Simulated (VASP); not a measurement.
A run of VASP 6.6.1:

POSCAR

```
NaH
1.0
    0.0000000000      2.4021077212      2.4021077212
    2.4021077212      0.0000000000      2.4021077212
    2.4021077212      2.4021077212      0.0000000000
Na H
1 1
Direct
    0.0000000000      0.0000000000      0.0000000000
    0.5000000000      0.5000000000      0.5000000000
```

File INCAR.step1:

```
SYSTEM = NaH
ALGO = Normal
EDIFF = 1E-5
ENCUT = 520
GGA = PE
ISIF = 2
ISMEAR = -1
LASPH = .True.
LCHARG = .False.
LREAL = .False.
LWAVE = .True.
NBANDS = 11
NELM = 80
PREC = Accurate
SIGMA = 0.02
```

INCAR.step2

```
SYSTEM = NaH
ALGO = Normal
EDIFF = 1E-6
ENCUT = 520
GGA = PE
HFSCREEN = 0.2079
ISIF = 2
ISMEAR = -1
ISTART = 1
LASPH = .True.
LCHARG = .False.
LHFCALC = .True.
LREAL = .False.
LWAVE = .False.
NBANDS = 11
NELM = 80
PREC = Accurate
PRECFOCK = Normal
SIGMA = 0.02
```

KPOINTS

```
k-points
0
Gamma
  6 6 6
  0 0 0
```

Potentials or basis: VASP PAW PBE potentials, release 64 (Na_pv, H).

The run is started by

```sh
$ cat potpaw_PBE.64/Na_pv/POTCAR potpaw_PBE.64/H/POTCAR > POTCAR
$ cp INCAR.step1 INCAR
$ mpirun -np 1 vasp_std > vasp.out
$ cp INCAR.step2 INCAR
$ mpirun -np 1 vasp_std > vasp.out
```

Hardware: 1 thread of Oxide Virtual Turin-like Processor (shared host).

How long does it take, and how much memory?

Run time: 13 min on 1 thread of Oxide Virtual Turin-like Processor, with other jobs on the host, peak memory 0.22 GiB. Counts: k points 16.
